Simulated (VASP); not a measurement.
## Zr: single point with r2SCAN

The system is Zr.

```
Zr
1.0
     3.24458    0.00000    0.00000
    -1.62229    2.80989    0.00000
     0.00000    0.00000    5.15736
Zr
2
Direct
  0.33333 0.66667 0.25000
  0.66667 0.33333 0.75000
```

```yaml
Program: VASP 6.6.1
Task: single point
Functional: r2SCAN
Potentials_or_basis: VASP PAW PBE potentials, release 64 (Zr_sv)
Cutoff: 520 eV
k_mesh: 11 × 11 × 6
Occupations: fermi-dirac, width 0.6 eV
Spin: no spin polarisation
Dipole_correction: no
Further_INCAR_settings: ALGO = Normal; EDIFF = 1e-07; NBANDS = 19
```

```
Pressure               : 4.6 GPa
Band gap on the k mesh : zero (bands 12 and 13 overlap by 1.16 eV)
```

Stress tensor (GPa, compression positive):
```
3.66 0.00 0.00
0.00 3.66 0.00
0.00 0.00 6.38
```

Levels at points of the mesh, in eV from the Fermi level:
```csv
k point,band 8,band 9,band 10,band 11,band 12,band 13,band 14,band 15,band 16,band 17
"(0.00, 0.00, 0.00)",-27.13,-5.90,-3.05,1.13,1.13,1.14,1.33,1.87,1.87,2.52
"(0.00, 0.00, 0.50)",-27.24,-4.10,-4.10,0.20,0.20,1.04,1.04,1.04,1.04,4.38
```

Wall time 3.7 min on 1 thread of Intel Xeon 8259CL, with other jobs on the host, peak memory 0.2 GiB.

Caveat: the cell stands under pressure; so wide a smearing shifts energies and pressures; the PAW data sets were made with another functional, which shifts forces and pressure a little.
